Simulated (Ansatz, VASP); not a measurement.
# C: VASP beside Ansatz

File INCAR:

```
PREC     = Accurate       # precision mode
ENCUT    = 520            # plane-wave cutoff, eV
EDIFF    = 1E-6           # SCF threshold, eV
ISMEAR   = 0              # smearing method
SIGMA    = 0.05           # smearing width, eV
LREAL    = F              # projectors in reciprocal space
LASPH    = T              # aspherical terms in the spheres
NELM     = 100            # most SCF steps
ALGO     = Normal         # electronic algorithm
ISIF     = 2              # what is computed and relaxed
LWAVE    = F              # write WAVECAR
LCHARG   = T              # write CHGCAR
GGA      = PE             # functional
LELF     = T              # ELF
LVHAR    = T            
NBANDS   = 36             # bands
```

The input KPOINTS:

```
regular mesh
0
Gamma
  12 12 2
```

POSCAR

```
C
1.0
    2.6529000000      0.0000000000      0.0000000000
   -1.3264500000      2.2974787937      0.0000000000
    0.0000000000      0.0000000000     11.8077000000
C
12
Direct
    0.0000000000      0.0000000000      0.1868593266
    0.0000000000      0.0000000000      0.6868593266
    0.0000000000      0.0000000000      0.3131406734
    0.0000000000      0.0000000000      0.8131406734
    0.3333333333      0.6666666667      0.5207665411
    0.6666666667      0.3333333333      0.0207665411
    0.3333333333      0.6666666667      0.9792334589
    0.6666666667      0.3333333333      0.4792334589
    0.3333333333      0.6666666667      0.6450950823
    0.6666666667      0.3333333333      0.1450950823
    0.3333333333      0.6666666667      0.8549049177
    0.6666666667      0.3333333333      0.3549049177
```

Input for Ansatz:

```yaml
crystal:
  lattice:
    - [2.6529, 0.0, 0.0]
    - [-1.32645, 2.2974787937, 0.0]
    - [0.0, 0.0, 11.8077]
  atoms:
    - { symbol: C, position: [0.0, 0.0, 0.1868593266] }
    - { symbol: C, position: [0.0, 0.0, 0.6868593266] }
    - { symbol: C, position: [0.0, 0.0, 0.3131406734] }
    - { symbol: C, position: [0.0, 0.0, 0.8131406734] }
    - { symbol: C, position: [0.3333333333, 0.6666666667, 0.5207665411] }
    - { symbol: C, position: [0.6666666667, 0.3333333333, 0.0207665411] }
    - { symbol: C, position: [0.3333333333, 0.6666666667, 0.9792334589] }
    - { symbol: C, position: [0.6666666667, 0.3333333333, 0.4792334589] }
    - { symbol: C, position: [0.3333333333, 0.6666666667, 0.6450950823] }
    - { symbol: C, position: [0.6666666667, 0.3333333333, 0.1450950823] }
    - { symbol: C, position: [0.3333333333, 0.6666666667, 0.8549049177] }
    - { symbol: C, position: [0.6666666667, 0.3333333333, 0.3549049177] }
basis:
  ecutwfc: 520.0
kpoints:
  mp_grid: { grid: [12, 12, 2] }
hamiltonian:
  xc: pbe
  pseudopotentials: { kind: paw, azcp: { folder: soft_1 } }
scf:
  occupations: { method: gaussian, width: 0.05 }
output:
  forces: true
  stress: true
  eigenvalues: true
```

Alike in both runs: task single point; functional PBE; k mesh 12 × 12 × 2; occupations gaussian, width 0.05 eV; no spin polarisation.

|  | VASP | Ansatz |
| --- | --- | --- |
| version | VASP 6.6.1 | Ansatz 0.2.0 |
| potentials or method | VASP PAW PBE potentials, release 64 (C), cutoff 520 eV | scalar-relativistic, plane waves, PAW |
| valence electrons in the cell | 48 | 48 |

```csv
,VASP,Ansatz,Ansatz less VASP
gap on the k mesh at the Fermi level (eV),3.09,3.10,+0.009
least direct gap on the mesh (eV),4.07,4.08,+0.007
pressure (GPa),-13.7,-14.1,-0.49
"traceless stress, the component that is largest in VASP (GPa)",76.28,75.82,-0.452
rms of the force components (eV/Å),0.346,0.328,-0.0175
```

Atom by atom the forces differ by 0.018 eV/Å (rms over components). With one functional, cell and mesh, what is left measures potentials, basis and numerics.
